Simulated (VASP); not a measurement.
HfSe4Cl6, 11 atoms in the cell. The cell holds a disordered packing, 11 atoms: a = 6.644 Å, b = 7.172 Å, c = 6.732 Å, α = 77.59°, β = 82.98°, γ = 87.26°. 

```yaml
Program: VASP 6.6.1
Task: single point
Functional: PBE
Potentials_or_basis: VASP PAW PBE potentials, release 64 (Cl, Hf_pv, Se)
Cutoff: 520 eV
k_mesh: 2 × 2 × 2
Occupations: gaussian, width 0.1 eV
Spin: no spin polarisation
Dipole_correction: no
Charge: 1
Further_INCAR_settings: ALGO = Normal; EDIFF = 1e-06; NBANDS = 49; NELECT = 75.0
```

Potentials or basis: VASP PAW PBE potentials, release 64 (Cl, Hf_pv, Se).

Run with:

```bash
$ cat potpaw_PBE.64/Cl/POTCAR potpaw_PBE.64/Hf_pv/POTCAR potpaw_PBE.64/Se/POTCAR > POTCAR
$ mpirun -np 1 vasp_std > vasp.out
```

Hardware: 1 thread of Intel(R) Xeon(R) Platinum 8259CL CPU @ 2.50GHz (Skylake/Cascade Lake), on a shared host.

How long does it take, and how much memory?

Wall time 3.1 min on 1 thread of Intel(R) Xeon(R) Platinum 8259CL CPU @ 2.50GHz (Skylake/Cascade Lake), on a shared host, peak memory 0.4 GiB. Counts: scf iterations 20, k points 8.
